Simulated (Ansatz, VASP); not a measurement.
PtS2: VASP beside Ansatz

INCAR

```
PREC = Accurate
ENCUT = 570
EDIFF = 1E-6
ISMEAR = -1
SIGMA = 0.05
LREAL = False
LASPH = True
NELM = 120
ALGO = Normal
ISIF = 2
LWAVE = False
LCHARG = True
GGA = PE
LELF = True
LVHAR = True
NBANDS = 22
GGA_COMPAT = False
```

The input KPOINTS:

```
Automatic mesh
0
Gamma
  7 7 5
```

File POSCAR:

```
PtS2
1.0
    3.4953130487      0.0000000000      0.0000000000
   -1.7476565244      3.0270298944      0.0000000000
    0.0000000000      0.0000000000      4.9706997601
Pt S
1 2
Direct
    0.0000000000      0.0000000000      0.0000000000
    0.6666666667      0.3333333333      0.7730000000
    0.3333333333      0.6666666667      0.2270000000
```

input.yaml

```yaml
crystal:
  lattice:
    - [3.4953130487, 0.0, 0.0]
    - [-1.7476565244, 3.0270298944, 0.0]
    - [0.0, 0.0, 4.9706997601]
  atoms:
    - { symbol: Pt, position: [0.0, 0.0, 0.0] }
    - { symbol: S, position: [0.6666666667, 0.3333333333, 0.773] }
    - { symbol: S, position: [0.3333333333, 0.6666666667, 0.227] }
hamiltonian:
  xc: pbe
  pseudopotentials: { kind: paw }
kpoints:
  mp_grid: { grid: [7, 7, 5] }
scf:
  occupations: { method: fermi_dirac, width: 0.05 }
output:
  forces: true
  stress: true
  eigenvalues: true
  write_density: true
  write_potential: true
  elf: true
  volumetric_format: npy
```

Alike in both runs: task single point; functional PBE; k mesh 7 × 7 × 5; occupations fermi-dirac, width 0.05 eV; no spin polarisation.

```csv
,VASP,Ansatz
version,VASP 6.6.1,Ansatz 0.2.0
potentials or method,"VASP PAW PBE potentials, release 64 (Pt_sv_GW, S)",Ansatz PAW
plane-wave cutoff (eV),570,420
valence electrons in the cell,30,30
```

Ansatz gave:

| Quantity | Value |
| --- | --- |
| gap on the k mesh at the Fermi level (eV) | 0.92 |
| least direct gap on the mesh (eV) | 1.20 |
| pressure (GPa) | 19.5 |
| traceless stress, the component that is largest in VASP (GPa) | -3.52 |
| rms of the force components (eV/Å) | 0.912 |

**Question.** Estimate VASP's values.

**Answer.** gap on the k mesh at the Fermi level (eV): 0.93; least direct gap on the mesh (eV): 1.22; pressure (GPa): 18.6; traceless stress, the component that is largest in VASP (GPa): -3.35; rms of the force components (eV/Å): 0.896.

Atom by atom the forces differ by 0.016 eV/Å (rms over components). The functional is the same, so the differences come from potentials, cutoffs and numerics.

Neither program's run includes spin-orbit coupling. Noted on Ansatz's run: odd divisions of the mesh miss points on the zone boundary, where band edges often lie, so the gap on the mesh can be too wide.
